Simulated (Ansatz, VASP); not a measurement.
**Co in VASP and in Ansatz**

INCAR

```
SYSTEM = Co
ALGO = Normal
EDIFF = 1E-7
ENCUT = 520
GGA = PE
ISIF = 2
ISMEAR = 0
ISPIN = 2
LASPH = .True.
LCHARG = .True.
LELF = .True.
LMAXMIX = 4
LORBIT = 11
LREAL = .False.
LVHAR = .True.
LWAVE = .False.
MAGMOM = 2.5 2.5
NBANDS = 20
NELM = 150
PREC = Accurate
SIGMA = 0.1
```

The input KPOINTS:

```
k-points
0
Gamma
  13 13 7
  0 0 0
```

File POSCAR:

```
Co
1.0
    2.5074000000      0.0000000000      0.0000000000
   -1.2537000000      2.1714721000      0.0000000000
    0.0000000000      0.0000000000      4.0699000000
Co
2
Direct
    0.3333333333      0.6666666667      0.2500000000
    0.6666666667      0.3333333333      0.7500000000
```

Input for Ansatz:

```yaml
crystal:
  lattice:
    - [2.5074, 0.0, 0.0]
    - [-1.2537, 2.1714721, 0.0]
    - [0.0, 0.0, 4.0699]
  atoms:
    - { symbol: Co, position: [0.3333333333333333, 0.6666666666666666, 0.25], spin: 2.5 }
    - { symbol: Co, position: [0.6666666666666666, 0.3333333333333333, 0.75], spin: 2.5 }
basis:
  ecutwfc: 571.4391111657479
kpoints:
  mp_grid:
    grid: [13, 13, 7]
hamiltonian:
  xc: pbe
magnetization:
  spin_polarized: true
scf:
  occupations:
    method: gaussian
output:
  stress: true
```

Alike in both runs: task single point; functional PBE; k mesh 13 × 13 × 7; collinear spin.

|  | VASP | Ansatz |
| --- | --- | --- |
| version | VASP 6.6.1 | Ansatz 0.2.0 |
| potentials or method | VASP PAW PBE potentials, release 64 (Co), cutoff 520 eV | plane waves, PAW |
| occupations | gaussian, width 0.1 eV | gaussian |
| valence electrons in the cell | 18 | 34 |

Ansatz gave:

| Item | Value |
| --- | --- |
| pressure (GPa) | -4.3 |
| traceless stress, the component that is largest in VASP (GPa) | -0.69 |
| net moment per atom (μB) | 1.62 |
| size of the moment on the site where the two differ most (μB) | 1.70 |

**Question.** Which values does VASP return?

**Answer.** Pressure (GPa): -4.8; traceless stress, the component that is largest in VASP (GPa): -0.75; net moment per atom (μB): 1.62; size of the moment on the site where the two differ most (μB): 1.64.

Site moments also hang on the region over which each program counts them. VASP's potentials hold 18 valence electrons a cell and Ansatz's 34, so a difference there can come from the potentials and not from the codes.
